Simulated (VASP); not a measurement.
# Zn in VASP: a series of runs, part 2 of 2

VASP 6.6.1. The steps go on from the part before.

### 4 Single point, HF

This run uses another cell than the first one, of 18.30 Å³/atom.

The input, POSCAR:

```
Zn
1.0
    2.7840828946      0.0000000000      0.0000000000
   -1.3920414473      2.4110865130      0.0000000000
    0.0000000000      0.0000000000      5.4532672626
Zn
2
Direct
    0.6666666667      0.3333333333      0.7500000000
    0.3333333333      0.6666666667      0.2500000000
```

The input, INCAR.step1:

```
SYSTEM = Zn
PREC = Accurate
ENCUT = 520
EDIFF = 1E-5
ISMEAR = -1
SIGMA = 0.05
LREAL = .False.
LASPH = .True.
NELM = 100
ALGO = Normal
ISIF = 2
LWAVE = .True.
NBANDS = 19
GGA = PE
```

The input, INCAR.step2:

```
SYSTEM = Zn
PREC = Accurate
ENCUT = 520
EDIFF = 1E-6
ISMEAR = -1
SIGMA = 0.05
LREAL = .False.
LASPH = .True.
NELM = 100
ALGO = Normal
ISIF = 2
LWAVE = .False.
LCHARG = .True.
GGA = PE
LHFCALC = .True.
AEXX = 1.0
ALDAC = 0.0
AGGAC = 0.0
PRECFOCK = Normal
LELF = .True.
LVHAR = .True.
NBANDS = 19
ISTART = 1
```

The input, KPOINTS:

```
regular mesh
0
Gamma
  6 6 3
  0 0 0
```

Potentials or basis: VASP PAW PBE potentials, release 64 (Zn).

On the command line:

```console
cat potpaw_PBE.64/Zn/POTCAR > POTCAR
cp INCAR.step1 INCAR
mpirun -np 1 vasp_std > vasp.out
cp INCAR.step2 INCAR
mpirun -np 1 vasp_std > vasp.out
```

OUTCAR:

```text
SYSTEM = Zn
   PREC = Accurate
   ENCUT = 520
   EDIFF = 1E-6
   ISMEAR = -1
   LREAL = .False.
   LASPH = .True.
   NELM = 100
   ISIF = 2
   GGA = PE
   LHFCALC = .True.
   AEXX = 1.0
   PRECFOCK = Normal
   ISTART = 1

 ion  position               nearest neighbor table
   1  0.667  0.333  0.750-
   2  0.333  0.667  0.250-

  LATTYP: Found a hexagonal cell.
 ALAT       =     2.7840828946
 C/A-ratio  =     1.9587302063

  Lattice vectors:

 A1 = (   2.7840828946,   0.0000000000,   0.0000000000)
 A2 = (  -1.3920414473,   2.4110865130,   0.0000000000)
 A3 = (   0.0000000000,   0.0000000000,   5.4532672626)

Analysis of symmetry for initial positions (statically):
=====================================================================
 Subroutine PRICEL returns:
 Original cell was already a primitive cell.

 Routine SETGRP: Setting up the symmetry group for a
 hexagonal supercell.

 Subroutine GETGRP returns: Found 24 space group operations
[... 158 lines left out ...]
  ext. energy  EPLUGINS =         0.00000000
  ---------------------------------------------------
  free energy    TOTEN  =        -1.92691795 eV

  energy without entropy =       -1.92441211  energy(sigma->0) =       -1.92566503

 E-fermi :   4.5791     XC(G=0):   0.0000

 val. band max:        3.1060592752   @ k =   0.5000   0.0000   0.3333
 cond. band min:       4.6595458784   @ k =   0.3333  -0.0000   0.0000
 fundamental gap:      1.5534866032
 Fermi energy:         4.5790563644

 k-point     1 :       0.0000    0.0000    0.0000
  band No.  band energies     occupation
      1     -15.4564      2.00000
      2     -15.3692      2.00000
      3     -15.1002      2.00000
      4     -15.1002      2.00000
      5     -15.0777      2.00000
      6     -15.0777      2.00000
[... 285 lines left out ...]
      6     -14.9499      2.00000
[... 11 lines left out ...]
     18      17.1987      0.00000
     19      18.2457      0.00000

------------------------ aborting loop because EDIFF is reached ----------------------------------------

  FORCE on cell =-STRESS in cart. coord.  units (eV):
  Direction    XX          YY          ZZ          XY          YZ          ZX
  --------------------------------------------------------------------------------------
  -------------------------------------------------------------------------------------
  Total        0.3773383      0.3773383      0.1683315      0.0000000      0.0000000      0.0000000
  in kB       16.5154246     16.5154246      7.3675711      0.0000000      0.0000000      0.0000000
  external PRESSURE =      13.4661401 kB  Pullay stress =       0.0000000 kB

 VOLUME and BASIS-vectors are now :
 -----------------------------------------------------------------------------
  energy-cutoff  :      520.00
  volume of cell :       36.61
      direct lattice vectors                 reciprocal lattice vectors
     2.784082895  0.000000000  0.000000000     0.359184707  0.207375388  0.000000000
    -1.392041447  2.411086513  0.000000000     0.000000000  0.414750775  0.000000000
     0.000000000  0.000000000  5.453267263     0.000000000  0.000000000  0.183376305

 POSITION                                       TOTAL-FORCE (eV/Angst)
 -----------------------------------------------------------------------------------
      1.39204      0.80370      4.08995        -0.000000      0.000000      0.000000
     -0.00000      1.60739      1.36332         0.000000     -0.000000     -0.000000
 -----------------------------------------------------------------------------------
    total drift:                               -0.000000     -0.000000      0.000000

  FREE ENERGIE OF THE ION-ELECTRON SYSTEM (eV)
  ---------------------------------------------------
  free  energy   TOTEN  =        -1.9269179502 eV

  energy  without entropy=       -1.9244121092  energy(sigma->0) =       -1.92566503
```

Wall time 28 min (1 thread of Oxide Virtual Turin-like, shared host); peak memory 0.13 GiB.

Results:

```
Free energy            : -1.9269 eV
Pressure               : 1.3 GPa
Band gap on the k mesh : zero (bands 12 and 13 overlap by 8.21 eV)
```

Stress tensor (GPa, compression positive):
```
1.65 0.00 0.00
0.00 1.65 0.00
0.00 0.00 0.74
```

Caveat: the k points lie up to 0.43 Å⁻¹ apart, too coarse for converged energies and pressures of a metal; the PAW data sets were made with another functional, which shifts forces and pressure a little.

### 5 The runs side by side

| level | potentials or basis | spin | cell | k mesh | cutoff (eV) | smearing | grid for exact exchange (PRECFOCK) | share of exact exchange | gap on the mesh (eV) | pressure (GPa) |
| --- | --- | --- | --- | --- | --- | --- | --- | --- | --- | --- |
| LDA | VASP PAW LDA potentials, release 64 (Zn) | non-collinear, typed start | a = 2.670, b = 2.670, c = 4.966 Å, angles 90.0, 90.0, 120.0°, 2 atoms, atomic positions A | 9 × 9 × 4 | 500 | tetrahedron | - | - | none | -8.5 |
| B3LYP | VASP PAW PBE potentials, release 64 (Zn) | off | a = 2.667, b = 2.667, c = 5.294 Å, angles 90.0, 90.0, 120.0°, 2 atoms, atomic positions B | 6 × 6 × 3 | 520 | fermi-dirac 0.05 eV | Normal | 0.2 | none | 0.1 |
| HF | VASP PAW PBE potentials, release 64 (Zn) | off | a = 2.784, b = 2.784, c = 5.453 Å, angles 90.0, 90.0, 120.0°, 2 atoms, atomic positions B | 6 × 6 × 3 | 520 | fermi-dirac 0.05 eV | Normal | 1 | none | 1.3 |

Alike in all rows: task single point.

Caveats: some runs use coarse meshes; the PAW data sets were made with another functional, which shifts forces and pressure a little (at least some runs); the stress differs along the axes, from -11 to -5 GPa (at least some runs).

Absolute energies hang on the potentials; compare differences alone.

The gap in the log of VASP goes by the Fermi energy; the results here count the filled bands.